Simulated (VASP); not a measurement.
# ZrC (Fm-3m) in VASP: further runs

The runs below take ZrC through single point, relaxation of cell and atoms, with r2SCAN.

All numbers are computed with VASP 6.6.1; they aren't measurements. Logs are shortened: lines on timing, memory, paths and dates and some standing lists are left out, and cuts for length are marked.

## Step 1: The cell of the first run

It takes space group Fm-3m (No. 225, cubic). The conventional cell has a = 4.712 Å, b = 4.712 Å, c = 4.712 Å, α = 90.00°, β = 90.00°, γ = 90.00°. C (site symmetry m-3m) has 6 Zr at 2.36 Å within 3.1 Å. Within 3.1 Å of Zr (site symmetry m-3m) lie 6 C at 2.36 Å.

## Step 2: Single point, r2SCAN

Contents of POSCAR:

```
ZrC
1.0
    0.0000000000      2.3558012226      2.3558012226
    2.3558012226      0.0000000000      2.3558012226
    2.3558012226      2.3558012226      0.0000000000
C Zr
1 1
Direct
    0.0000000000      0.0000000000      0.0000000000
    0.5000000000      0.5000000000      0.5000000000
```

Contents of INCAR.step1:

```
SYSTEM = ZrC
PREC     = Accurate       ! precision mode
ENCUT    = 520            ! plane-wave cutoff, eV
ISMEAR   = -1             ! smearing method
SIGMA    = 0.1            ! smearing width, eV
LREAL    = .False.        ! projectors in reciprocal space
LASPH    = .True.         ! aspherical terms in the spheres
NELM     = 100            ! most SCF steps
NBANDS   = 15             ! bands
GGA      = PE             ! functional
ALGO     = Normal         ! electronic algorithm
EDIFF    = 1E-4           ! SCF threshold, eV
LWAVE    = .True.         ! write WAVECAR
LCHARG   = .False.        ! write CHGCAR
```

Contents of INCAR.step2:

```
SYSTEM = ZrC
PREC     = Accurate       ! precision mode
ENCUT    = 520            ! plane-wave cutoff, eV
EDIFF    = 1E-6           ! SCF threshold, eV
ISMEAR   = -1             ! smearing method
SIGMA    = 0.1            ! smearing width, eV
LREAL    = .False.        ! projectors in reciprocal space
LASPH    = .True.         ! aspherical terms in the spheres
NELM     = 100            ! most SCF steps
ALGO     = Normal         ! electronic algorithm
ISIF     = 2              ! what is computed and relaxed
LWAVE    = .False.        ! write WAVECAR
LCHARG   = .False.        ! write CHGCAR
METAGGA  = R2SCAN         ! meta-GGA
LMIXTAU  = .True.       
NBANDS   = 15             ! bands
ISTART   = 1
```

Contents of KPOINTS:

```
Automatic mesh
0
Gamma
  12 12 12
  0 0 0
```

Potentials or basis: VASP PAW PBE potentials, release 64 (C, Zr_sv).

Launch:

```
cat potpaw_PBE.64/C/POTCAR potpaw_PBE.64/Zr_sv/POTCAR > POTCAR
cp INCAR.step1 INCAR
mpirun -np 1 vasp_std > vasp.out
cp INCAR.step2 INCAR
mpirun -np 1 vasp_std > vasp.out
```

OUTCAR:

```text
SYSTEM = ZrC
   PREC = Accurate
   ENCUT = 520
   EDIFF = 1E-6
   ISMEAR = -1
   LREAL = .False.
   LASPH = .True.
   NELM = 100
   ISIF = 2
   METAGGA = R2SCAN
   ISTART = 1

 ion  position               nearest neighbor table
   1  0.000  0.000  0.000-   2 2.36   2 2.36   2 2.36   2 2.36   2 2.36   2 2.36
   2  0.500  0.500  0.500-   1 2.36   1 2.36   1 2.36   1 2.36   1 2.36   1 2.36

  LATTYP: Found a face centered cubic cell.
 ALAT       =     4.7116024452

  Lattice vectors:

 A1 = (   0.0000000000,   2.3558012226,   2.3558012226)
 A2 = (   2.3558012226,   0.0000000000,   2.3558012226)
 A3 = (   2.3558012226,   2.3558012226,   0.0000000000)

Analysis of symmetry for initial positions (statically):
=====================================================================
 Subroutine PRICEL returns:
 Original cell was already a primitive cell.

 Routine SETGRP: Setting up the symmetry group for a
 face centered cubic supercell.

 Subroutine GETGRP returns: Found 48 space group operations
 (whereof 48 operations were pure point group operations)
 out of a pool of 48 trial point group operations.

The static configuration has the point symmetry O_h .

Analysis of symmetry for dynamics (positions and initial velocities):
=====================================================================
 Subroutine PRICEL returns:
 Original cell was already a primitive cell.

 Routine SETGRP: Setting up the symmetry group for a
 face centered cubic supercell.

 Subroutine GETGRP returns: Found 48 space group operations
 (whereof 48 operations were pure point group operations)
 out of a pool of 48 trial point group operations.

The dynamic configuration has the point symmetry O_h .

 Subroutine INISYM returns: Found 48 space group operations
 (whereof 48 operations are pure point group operations),
 and found     1 'primitive' translations

----------------------------------------------------------------------------------------

                                     Primitive cell

  volume of cell :      26.1484

  direct lattice vectors                    reciprocal lattice vectors
     0.000000000  2.355801223  2.355801223    -0.212242016  0.212242016  0.212242016
     2.355801223  0.000000000  2.355801223     0.212242016 -0.212242016  0.212242016
     2.355801223  2.355801223  0.000000000     0.212242016  0.212242016 -0.212242016

  length of vectors
     3.331606039  3.331606039  3.331606039     0.367613955  0.367613955  0.367613955

  position of ions in fractional coordinates (direct lattice)
     0.000000000  0.000000000  0.000000000
     0.500000000  0.500000000  0.500000000
[... 83 lines left out ...]
   ISIF   =      2    stress and relaxation
   ISYM   =      2    0-nonsym 1-usesym 2-fastsym
   POTIM  = 0.5000    time-step for ionic-motion
   TEBEG  =    0.0;   TEEND  =   0.0 temperature during run
   PSTRESS=    0.0 pullay stress
   NELECT =      16.0000    total number of electrons
   NUPDOWN=      -1.0000    fix difference up-down
   EMIN   =  10.00;   EMAX   =-10.00  energy-range for DOS
   EFERMI =   0.00;   METHOD = LEGACY
   ISMEAR =    -1;   SIGMA  =   0.10  broadening in eV -4-tet -1-fermi 0-gaus
   EFERMI_NEDOS =   21; number of points for ismear=-14 and -15
   IALGO  =     38    algorithm
   IMIX   =      4    mixing-type and parameters
     AMIX     =   0.40;   BMIX     =  1.00
     AMIX_MAG =   1.60;   BMIX_MAG =  1.00
  volume/ion in A,a.u.               =      13.07        88.23
  Fermi-wavevector in a.u.,A,eV,Ry     =   1.389844  2.626425 26.281932  1.931667
  Thomas-Fermi vector in A             =   2.513836
   LORBIT       =      0    0 simple, 1 ext, 2 COOP (PROOUT), +10 PAW based schemes
   METAGGA = R2SCAN    functional components
   LHFCALC =     F    Hartree Fock is set to
   AEXX    =    0.0000 exact exchange contribution
   IVDW    =     0    specifies the selected vdW correction
   LEPSILON=     F    determine dielectric tensor
   LRPA    =     F    only Hartree local field effects (RPA)
 non-spin polarized calculation
  energy-cutoff  :      520.00
  volume of cell :       26.15
 maximum number of plane-waves:       725
 NGX is ok and might be reduce to    28
   NGX = 13   NGY = 13   NGZ = 13

 number of electron      16.0000000 magnetization

 Free energy of the ion-electron system (eV)
  ---------------------------------------------------
  ext. energy  EPLUGINS =         0.00000000
  ---------------------------------------------------
  free energy    TOTEN  =       -34.72855320 eV

  energy without entropy =      -34.71947579  energy(sigma->0) =      -34.72401450

 E-fermi :   9.5931     XC(G=0): -12.9043

 val. band max:        9.5626961876   @ k =   0.5000   0.5000   0.0000
 cond. band min:       9.6884199494   @ k =   0.0833   0.0000   0.0000
 fundamental gap:      0.1257237618
 Fermi energy:         9.5930760127

 k-point     1 :       0.0000    0.0000    0.0000
  band No.  band energies     occupation
      1     -40.2864      2.00000
      2     -17.2929      2.00000
      3     -17.2929      2.00000
      4     -17.2929      2.00000
      5      -2.4475      2.00000
      6      10.4867      0.00026
      7      10.4867      0.00026
      8      10.4867      0.00026
      9      10.8777      0.00001
     10      10.8777      0.00001
     11      10.8777      0.00001
     12      12.5105      0.00000
     13      12.5105      0.00000
     14      17.4287      0.00000
[... 401 lines left out ...]
      2     -18.0673      2.00000
      3     -17.5240      2.00000
      4     -17.3997      2.00000
      5       0.1814      2.00000
      6       4.7673      2.00000
      7       6.7737      2.00000
      8       6.8403      2.00000
      9      13.5152      0.00000
     10      14.0923      0.00000
     11      14.7194      0.00000
     12      17.9244      0.00000
     13      19.4094      0.00000
     14      19.6620      0.00000
     15      23.6136      0.00000

 [... further k-points ...]
[... 5 lines left out ...]
  --------------------------------------------------------------------------------------
  -------------------------------------------------------------------------------------
  Total        0.0371549      0.0371549      0.0371549     -0.0000000     -0.0000000      0.0000000
  in kB        2.2765689      2.2765689      2.2765689     -0.0000000     -0.0000000      0.0000000
  external PRESSURE =       2.2765689 kB  Pullay stress =       0.0000000 kB

 VOLUME and BASIS-vectors are now :
 -----------------------------------------------------------------------------
  energy-cutoff  :      520.00
  volume of cell :       26.15
      direct lattice vectors                 reciprocal lattice vectors
     0.000000000  2.355801223  2.355801223    -0.212242016  0.212242016  0.212242016
     2.355801223  0.000000000  2.355801223     0.212242016 -0.212242016  0.212242016
     2.355801223  2.355801223  0.000000000     0.212242016  0.212242016 -0.212242016

 POSITION                                       TOTAL-FORCE (eV/Angst)
 -----------------------------------------------------------------------------------
      0.00000      0.00000      0.00000        -0.000000      0.000000      0.000000
      2.35580      2.35580      2.35580         0.000000     -0.000000     -0.000000
 -----------------------------------------------------------------------------------
    total drift:                                0.000000      0.000000      0.000000

  FREE ENERGIE OF THE ION-ELECTRON SYSTEM (eV)
  ---------------------------------------------------
  free  energy   TOTEN  =       -34.7285532033 eV

  energy  without entropy=      -34.7194757898  energy(sigma->0) =      -34.72401450
```

OSZICAR.step1:

```text
N       E                     dE             d eps       ncg     rms          rms(c)
DAV:   1     0.100612660929E+03    0.10061E+03   -0.85738E+03  2160   0.107E+03
DAV:   2    -0.168333113800E+02   -0.11745E+03   -0.10998E+03  2755   0.287E+02
DAV:   3    -0.227799030810E+02   -0.59466E+01   -0.59130E+01  3515   0.548E+01
DAV:   4    -0.229406089332E+02   -0.16071E+00   -0.16056E+00  2634   0.608E+00
DAV:   5    -0.229423906192E+02   -0.17817E-02   -0.17816E-02  2836   0.584E-01    0.201E+01
DAV:   6    -0.195732020669E+02    0.33692E+01   -0.63906E+00  2549   0.227E+01    0.694E+00
DAV:   7    -0.194817848945E+02    0.91417E-01   -0.72628E-01  2429   0.598E+00    0.605E+00
DAV:   8    -0.195101689334E+02   -0.28384E-01   -0.36756E-01  2588   0.463E+00    0.516E+00
DAV:   9    -0.194675140309E+02    0.42655E-01   -0.73199E-02  2370   0.193E+00    0.885E-01
DAV:  10    -0.194665071761E+02    0.10069E-02   -0.68968E-03  2804   0.679E-01    0.150E-01
DAV:  11    -0.194664925089E+02    0.14667E-04   -0.23050E-04  2363   0.147E-01
   1 F= -.19466493E+02 E0= -.19461133E+02  d E =-.107195E-01
```

It took 2 min on 1 thread of AMD EPYC 7R13 (Zen 3), shared host; peak memory 0.15 GiB.

Results:

```yaml
Free_energy: -34.7286 eV
Pressure: 0.2 GPa
Band_gap_on_the_k_mesh: zero (bands 8 and 9 overlap by 1.32 eV)
```

Caveat: the PAW data sets were made with another functional, which shifts forces and pressure a little.

## Step 3: Relaxation of cell and atoms, r2SCAN

This run uses another cell than the first one, of 13.25 Å³/atom.

Contents of POSCAR:

```
ZrC
1.0
    0.0000000000      2.3665650000      2.3665650000
    2.3665650000      0.0000000000      2.3665650000
    2.3665650000      2.3665650000      0.0000000000
C Zr
1 1
Direct
    0.0000000000      0.0000000000      0.0000000000
    0.5000000000      0.5000000000      0.5000000000
```

Contents of INCAR.step1:

```
SYSTEM = ZrC
PREC     = Accurate       ! precision mode
ENCUT    = 600            ! plane-wave cutoff, eV
ISMEAR   = -1             ! smearing method
SIGMA    = 0.1            ! smearing width, eV
LREAL    = .FALSE.        ! projectors in reciprocal space
LASPH    = .TRUE.         ! aspherical terms in the spheres
NELM     = 60             ! most SCF steps
GGA      = PE             ! functional
ALGO     = Normal         ! electronic algorithm
EDIFF    = 1E-4           ! SCF threshold, eV
LWAVE    = .TRUE.         ! write WAVECAR
LCHARG   = .FALSE.        ! write CHGCAR
```

Contents of INCAR.step2:

```
SYSTEM = ZrC
PREC     = Accurate       ! precision mode
ENCUT    = 600            ! plane-wave cutoff, eV
EDIFF    = 1E-6           ! SCF threshold, eV
ISMEAR   = -1             ! smearing method
SIGMA    = 0.1            ! smearing width, eV
LREAL    = .FALSE.        ! projectors in reciprocal space
LASPH    = .TRUE.         ! aspherical terms in the spheres
NELM     = 60             ! most SCF steps
ALGO     = Normal         ! electronic algorithm
ISIF     = 3              ! what is computed and relaxed
LWAVE    = .FALSE.        ! write WAVECAR
LCHARG   = .FALSE.        ! write CHGCAR
METAGGA  = R2SCAN         ! meta-GGA
LMIXTAU  = .TRUE.       
IBRION   = 2              ! ionic algorithm
NSW      = 100            ! ionic steps
EDIFFG   = -0.01          ! ionic threshold
ISTART   = 1
```

Contents of KPOINTS:

```
Automatic mesh
0
G
  12 12 12
  0 0 0
```

Potentials or basis: VASP PAW PBE potentials, release 64 (C, Zr_sv).

Launch:

```
cat potpaw_PBE.64/C/POTCAR potpaw_PBE.64/Zr_sv/POTCAR > POTCAR
cp INCAR.step1 INCAR
mpirun -np 1 vasp_std > vasp.out
cp INCAR.step2 INCAR
mpirun -np 1 vasp_std > vasp.out
```

Wall time 4.6 min (1 thread of AMD EPYC 7R13 (Zen 3), shared host); peak memory 0.16 GiB.

It converged, with:

```
Free energy                           : -34.7285 eV
Relaxed volume                        : 13.08 Å³/atom
Relaxed cell                          : a = 3.332 Å, b = 3.332 Å, c = 3.332 Å, α = 60.00°, β = 60.00°, γ = 60.00°
Space group after relaxing (to 0.1 Å) : Fm-3m (No. 225)
Energy gained by relaxing             : 1.6 meV/atom
Ionic steps                           : 3
Pressure after relaxing               : 0.0 GPa
Band gap on the k mesh                : zero (bands 8 and 9 overlap by 1.32 eV)
```

The path:
```csv
step,energy change (eV),largest force (eV/Å),pressure (GPa),volume (Å³)
1,0.0000,0.0000,-2.94,26.51
2,0.0062,0.0000,5.34,25.59
3,-0.0032,0.0000,-0.02,26.16
```

Final structure:
```
C Zr
1.0
     0.00000    2.35627    2.35627
     2.35627    0.00000    2.35627
     2.35627    2.35627    0.00000
C Zr
1 1
Direct
  0.00000 0.00000 0.00000
  0.50000 0.50000 0.50000
```

Levels at points of the mesh, in eV from the Fermi level:
```tsv
k point	band 6	band 7	band 8	band 9	band 10	band 11
(0.00, 0.00, 0.00)	0.89	0.89	0.89	1.28	1.28	1.28
(0.50, 0.00, 0.00)	-5.47	-3.11	-3.11	4.74	4.74	5.64
(0.50, 0.50, 0.00)	-2.25	-1.63	-0.03	-0.03	4.55	5.90
```

Caveat: the PAW data sets were made with another functional, which shifts forces and pressure a little.
